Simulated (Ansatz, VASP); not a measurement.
## NaI in VASP and in Ansatz

```
Na I
1.0
     4.55345    0.00000    0.00000
     0.00000    4.32550    0.00000
     0.00000    0.00000    8.37317
Na I
2 2
Direct
  0.25000 0.50000 0.25106
  0.75000 0.50000 0.74894
  0.25000 0.00000 0.75058
  0.75000 0.00000 0.24942
```

Alike in both runs: functional PBE; k mesh 6 × 6 × 4; occupations gaussian, width 0.02 eV; no spin polarisation.

Ansatz relaxed the structure, and its values are those at the end. VASP's run is a single point on that final structure, the one shown.

```csv
,VASP,Ansatz
version,VASP 6.6.1,Ansatz 0.2.0
potentials or method,"VASP PAW PBE potentials, release 64 (Na_pv, I), cutoff 520 eV","scalar-relativistic, plane waves, PAW"
valence electrons in the cell,28,52
```

VASP gave:

| Quantity | Value |
| --- | --- |
| gap on the k mesh at the Fermi level (eV) | 2.96 |
| least direct gap on the mesh (eV) | 3.17 |
| pressure (GPa) | 0.0 |
| rms of the force components (eV/Å) | 0.004 |

**Question.** Estimate Ansatz's values.

**Answer.** gap on the k mesh at the Fermi level (eV): 2.96; least direct gap on the mesh (eV): 3.17; pressure (GPa): 0.0; rms of the force components (eV/Å): 0.003.

VASP's potentials hold 28 valence electrons a cell and Ansatz's 52, so a difference there can come from the potentials and not from the codes.

Neither program's run includes spin-orbit coupling.
